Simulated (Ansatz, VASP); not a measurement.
**One calculation of GaSb, two programs**

INCAR

```
SYSTEM = GaSb
PREC = Accurate
ENCUT = 520
EDIFF = 1E-7
ISMEAR = -1
SIGMA = 0.1
LREAL = .FALSE.
LASPH = .TRUE.
NELM = 100
ALGO = Normal
ISIF = 2
LWAVE = .FALSE.
LCHARG = .TRUE.
LELF = .TRUE.
LVHAR = .TRUE.
NBANDS = 16
```

File KPOINTS:

```
Automatic mesh
0
G
  11 11 11
  0 0 0
```

File POSCAR:

```
GaSb
1.0
    0.0000000000      2.4784221574      2.4784221574
    2.4784221574      0.0000000000      2.4784221574
    2.4784221574      2.4784221574      0.0000000000
Ga Sb
1 1
Direct
    0.0000000000      0.0000000000      0.0000000000
    0.2500000000      0.2500000000      0.2500000000
```

Input for Ansatz:

```yaml
crystal:
  lattice:
    - [0.0, 2.4784221574, 2.4784221574]
    - [2.4784221574, 0.0, 2.4784221574]
    - [2.4784221574, 2.4784221574, 0.0]
  atoms:
    - { symbol: Ga, position: [0.0, 0.0, 0.0] }
    - { symbol: Sb, position: [0.25, 0.25, 0.25] }
kpoints:
  mp_grid: { grid: [11, 11, 11] }
  band_path:
    path:
      - [0.0, 0.0, 0.0]
      - [-0.5, -0.5, 0.0]
      - [-0.375, -0.375, 0.25]
      - [-0.375, 0.0, 0.375]
      - [0.0, 0.0, 0.0]
      - [0.0, 0.0, 0.5]
      - [-0.5, -0.25, 0.25]
      - [-0.5, -0.5, 0.0]
    npoints: 8
scf:
  occupations: { method: fermi_dirac, width: 0.1 }
hamiltonian:
  xc: lda
  pseudopotentials: { kind: paw }
output:
  forces: true
  stress: true
  eigenvalues: true
  populations: true
  dos: { projected: true, de: 0.2, e_range: [-14, 8] }
  write_density: true
  write_potential: true
  elf: true
  volumetric_format: npy
```

Change from the starting cell: volume scaled by 0.55, PAW files.

Alike in both runs: task single point; functional LDA; k mesh 11 × 11 × 11; occupations fermi-dirac, width 0.1 eV; no spin polarisation.

```csv
,VASP,Ansatz
version,VASP 6.6.1,Ansatz 0.2.0
potentials or method,"VASP PAW LDA potentials, release 64 (Ga_d, Sb)","PAW with Ansatz's default frozen-core files, scalar-relativistic"
plane-wave cutoff (eV),520,420
valence electrons in the cell,18,28
```

|  | VASP | Ansatz | Ansatz less VASP |
| --- | --- | --- | --- |
| pressure (GPa) | 131.2 | 130.2 | -1.00 |

LDA's correlation is that of Perdew and Zunger in VASP and of Perdew and Wang (1992) in Ansatz. Both programs put the cell under a high pressure, so it lies far from rest at this level. VASP's potentials hold 18 valence electrons a cell and Ansatz's 28, so a difference there can come from the potentials and not from the codes.

Neither program's run includes spin-orbit coupling. Noted on VASP's run: the cell as given lies far from equilibrium.
